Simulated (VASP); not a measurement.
Here is a VASP 6.6.1 calculation.

File INCAR:

```
PREC     = Accurate       # precision mode
ENCUT    = 520            # plane-wave cutoff, eV
EDIFF    = 1E-7           # SCF threshold, eV
ISMEAR   = 0              # smearing method
SIGMA    = 0.15           # smearing width, eV
LREAL    = F              # projectors in reciprocal space
LASPH    = T              # aspherical terms in the spheres
NELM     = 60             # most SCF steps
ALGO     = Fast           # electronic algorithm
ISIF     = 2              # what is computed and relaxed
LWAVE    = F              # write WAVECAR
LCHARG   = T              # write CHGCAR
GGA      = PS             # functional
IVDW     = 12             # dispersion correction
LELF     = T              # ELF
LVHAR    = T            
NBANDS   = 22             # bands
```

File KPOINTS:

```
Automatic mesh
0
Gamma
  14 14 14
```

POSCAR

```
Al
1.0
   -3.9625552280      3.9625552280      0.0000000000
   -3.9625552280      0.0000000000      3.9625552280
    0.0000000000      3.9625552280      3.9625552280
Al
8
Direct
    0.0042018342     -0.0042018342      0.0042018342
    0.5000000000      0.0000000000      0.0000000000
    0.0000000000      0.5000000000      0.0000000000
    0.0000000000      0.0000000000      0.5000000000
    0.5000000000      0.5000000000      0.0000000000
    0.5000000000      0.0000000000      0.5000000000
    0.0000000000      0.5000000000      0.5000000000
    0.5000000000      0.5000000000      0.5000000000
```

Potentials or basis: VASP PAW PBE potentials, release 64 (Al).

The run is started by

```bash
$ cat potpaw_PBE.64/Al/POTCAR > POTCAR
$ mpirun -np 1 vasp_std > vasp.out
```

What does it give for the dispersion energy per atom?

-0.337 eV.

Estimate the band gap on the k mesh.

zero (bands 12 and 13 overlap by 2.86 eV).

Forces in eV/Å, atoms in the order of the input:
```
Al   0.000 -0.186  0.000
Al  -0.056  0.050  0.000
Al   0.000 -0.010  0.000
Al   0.000  0.050  0.056
Al   0.000  0.050 -0.056
Al   0.000 -0.010  0.000
Al   0.056  0.050  0.000
Al   0.000  0.006  0.000
```

Caveat: the cell differs from its parent crystal (atom 1 (Al) moved +0.033 Å along Cartesian [0 1 0]); the PAW data sets were made with another functional, which shifts forces and pressure a little.
